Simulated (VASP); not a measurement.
Wanted: the native input for a VASP 6.6.1 run.

* Task: single point
* Functional: r2SCAN
* Potentials or basis: VASP PAW PBE potentials, release 64 (Ti_sv)
* Cutoff: 520 eV
* k mesh: 20 × 20 × 11
* Occupations: fermi-dirac, width 0.05 eV
* Spin: collinear spin
* Starting moments: [1.0, 1.0] μB
* Dipole correction: no
* Further INCAR settings: ALGO = Normal; EDIFF = 1e-06; NBANDS = 23

Ti:

```
CELL_PARAMETERS angstrom
2.93543 0.00000 0.00000
-1.46772 2.54216 0.00000
0.00000 0.00000 4.63859
ATOMIC_POSITIONS crystal
Ti 0.33333 0.66667 0.25000
Ti 0.66667 0.33333 0.75000
```

These files were run (other wordings do the same):

POSCAR

```
Ti
1.0
    2.9354331160      0.0000000000      0.0000000000
   -1.4677165580      2.5421596496      0.0000000000
    0.0000000000      0.0000000000      4.6385936024
Ti
2
Direct
    0.3333333333      0.6666666667      0.2500000000
    0.6666666667      0.3333333333      0.7500000000
```

INCAR.step1

```
SYSTEM = Ti
PREC = Accurate
ENCUT = 520
ISMEAR = -1
SIGMA = 0.05
LREAL = .FALSE.
LASPH = .TRUE.
NELM = 150
ISPIN = 2
MAGMOM = 1 1
LMAXMIX = 4
NBANDS = 23
GGA = PE
ALGO = Normal
EDIFF = 1E-4
LWAVE = .TRUE.
LCHARG = .FALSE.
```

INCAR.step2

```
SYSTEM = Ti
PREC = Accurate
ENCUT = 520
EDIFF = 1E-6
ISMEAR = -1
SIGMA = 0.05
LREAL = .FALSE.
LASPH = .TRUE.
NELM = 150
ALGO = Normal
ISIF = 2
LWAVE = .FALSE.
LCHARG = .FALSE.
ISPIN = 2
MAGMOM = 1 1
LORBIT = 11
LMAXMIX = 4
METAGGA = R2SCAN
LMIXTAU = .TRUE.
NBANDS = 23
ISTART = 1
```

KPOINTS

```
Automatic mesh
0
G
  20 20 11
  0 0 0
```

Potentials or basis: VASP PAW PBE potentials, release 64 (Ti_sv).

Command:

```sh
$ cat potpaw_PBE.64/Ti_sv/POTCAR > POTCAR
$ cp INCAR.step1 INCAR
$ mpirun -np 1 vasp_std > vasp.out
$ cp INCAR.step2 INCAR
$ mpirun -np 1 vasp_std > vasp.out
```

Results of the run:

| Quantity | Value |
| --- | --- |
| Pressure | 0.4 GPa |
| Band gap on the k mesh | zero (filled and empty bands overlap) |
| Net moment | 0.00 μB per cell |
| Valence electrons inside the program's atomic spheres | Ti 10.22 |

Caveat: the PAW data sets were made with another functional, which shifts forces and pressure a little.

Wall time 37 min on 1 thread of Oxide Virtual Turin-like Processor, with other jobs on the host, peak memory 0.35 GiB.
